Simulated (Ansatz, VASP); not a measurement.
## MnO in VASP and in Ansatz

The input POSCAR:

```
MnO
1.0
    0.0000000000      2.2220003300      2.2220003300
    2.2220003300      0.0000000000      2.2220003300
    2.2220003300      2.2220003300      0.0000000000
Mn O
1 1
Direct
    0.0000000000      0.0000000000      0.0000000000
    0.5000000000      0.5000000000      0.5000000000
```

File INCAR.step1:

```
SYSTEM = MnO
PREC = Accurate
ENCUT = 770
ISMEAR = 0
SIGMA = 0.05
LREAL = .False.
LASPH = .True.
NELM = 200
ISPIN = 2
MAGMOM = 5 0
LMAXMIX = 4
LDAU = .True.
LDAUTYPE = 1
LDAUL = 2 -1
LDAUU = 2 0
LDAUJ = 0.9 0
NBANDS = 22
GGA = PE
ALGO = Normal
EDIFF = 1E-5
LWAVE = .True.
LCHARG = .False.
GGA_COMPAT = .False.
```

The input INCAR.step2:

```
SYSTEM = MnO
PREC = Accurate
ENCUT = 770
EDIFF = 1E-6
ISMEAR = 0
SIGMA = 0.05
LREAL = .False.
LASPH = .True.
NELM = 200
ALGO = Normal
ISIF = 2
LWAVE = .False.
LCHARG = .True.
ISPIN = 2
MAGMOM = 5 0
LORBIT = 11
LMAXMIX = 4
LDAU = .True.
LDAUTYPE = 1
LDAUL = 2 -1
LDAUU = 2 0
LDAUJ = 0.9 0
LDAUPRINT = 1
METAGGA = R2SCAN
LMIXTAU = .True.
LELF = .True.
LVHAR = .True.
NBANDS = 22
ISTART = 1
GGA_COMPAT = .False.
```

Contents of KPOINTS:

```
Automatic mesh
0
Gamma
  7 7 7
  0 0 0
```

Input for Ansatz:

```yaml
crystal:
  lattice:
    - [0.0, 2.22200033, 2.22200033]
    - [2.22200033, 0.0, 2.22200033]
    - [2.22200033, 2.22200033, 0.0]
  atoms:
    - { symbol: Mn, position: [0.0, 0.0, 0.0], spin: 5.0 }
    - { symbol: O, position: [0.5, 0.5, 0.5] }
basis:
  ecutwfc: 500
  ecutrho_ratio: 4
kpoints:
  mp_grid: { grid: [7, 7, 7] }
hamiltonian:
  xc: r2scan
  hubbard: { sites: [{ site: 0, l: d, u: 2.0, j: 0.9 }] }
scf:
  occupations: { method: gaussian, width: 0.05 }
  lower_state_search: "off"
  max_iter: 150
output:
  forces: true
  stress: true
  eigenvalues: true
  populations: true
  hubbard: { sites: [{ site: 0, l: d }] }
magnetization:
  spin_polarized: true
```

Alike in both runs: task single point; functional r2SCAN; k mesh 7 × 7 × 7; occupations gaussian, width 0.05 eV; collinear spin; Hubbard terms Mn d U = 2.0 eV, J = 0.9 eV.

```csv
,VASP,Ansatz
version,VASP 6.6.1,Ansatz 0.2.0
potentials or method,"VASP PAW PBE potentials, release 64 (Mn_sv, O), cutoff 770 eV","scalar-relativistic, plane waves, PAW"
valence electrons in the cell,21,21
```

VASP gave:

- gap on the k mesh at the Fermi level (eV): 0.29
- least direct gap on the mesh (eV): 3.03
- pressure (GPa): 0.8
- net moment per atom (μB): 2.50
- size of the moment on the site where the two differ most (μB): 4.44

Question: What did Ansatz give for the same quantities?

Answer: gap on the k mesh at the Fermi level (eV): 0.28; least direct gap on the mesh (eV): 3.12; pressure (GPa): 1.9; net moment per atom (μB): 2.50; size of the moment on the site where the two differ most (μB): 4.29.

VASP's potentials were made for PBE, not for r2SCAN. Site moments also hang on the region over which each program counts them. The programs project onto different local orbitals, so the same U acts differently, and such runs can settle in different states. Ansatz's warnings: stability check not made.
